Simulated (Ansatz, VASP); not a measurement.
InSb2: VASP beside Ansatz

```
In Sb
1.0
     0.00000    3.45205    3.45205
     3.45205    0.00000    3.45205
     3.45205    3.45205    0.00000
In Sb
1 2
Cartesian
  0.0000 0.0000 0.0000
  1.7260 1.7260 1.7260
  5.1781 5.1781 5.1781
```

Change from the starting cell: species swapped into the In2Pt type (Fm-3m, No. 225).

Alike in both runs: task relaxation of cell and atoms; functional PBE; k mesh 4 × 4 × 4; occupations gaussian, width 0.1 eV; no spin polarisation.

|  | VASP | Ansatz |
| --- | --- | --- |
| version | VASP 6.6.1 | Ansatz 0.2.0 |
| potentials or method | VASP PAW PBE potentials, release 64 (In_d, Sb), cutoff 600 eV | scalar-relativistic, plane waves, PAW |
| valence electrons in the cell | 23 | 43 |

```tsv
	VASP	Ansatz	Ansatz less VASP
gap on the k mesh at the Fermi level, each at its own relaxed structure (eV)	none	none	-
relaxed volume (Å³/atom)	31.68	31.63	-0.042
relaxed cell length with the largest relative difference (Å)	5.122	5.120	-0.0023
```

A gap of «none» marks a metal or a gap that the smearing closes. VASP's potentials hold 23 valence electrons a cell and Ansatz's 43, so a difference there can come from the potentials and not from the codes.

The k mesh is coarse, so the values compare programs but aren't converged. Spin-orbit coupling is off throughout. Noted on VASP's run: the volume moved by over 15 % at a fixed basis, so the end points are rough.
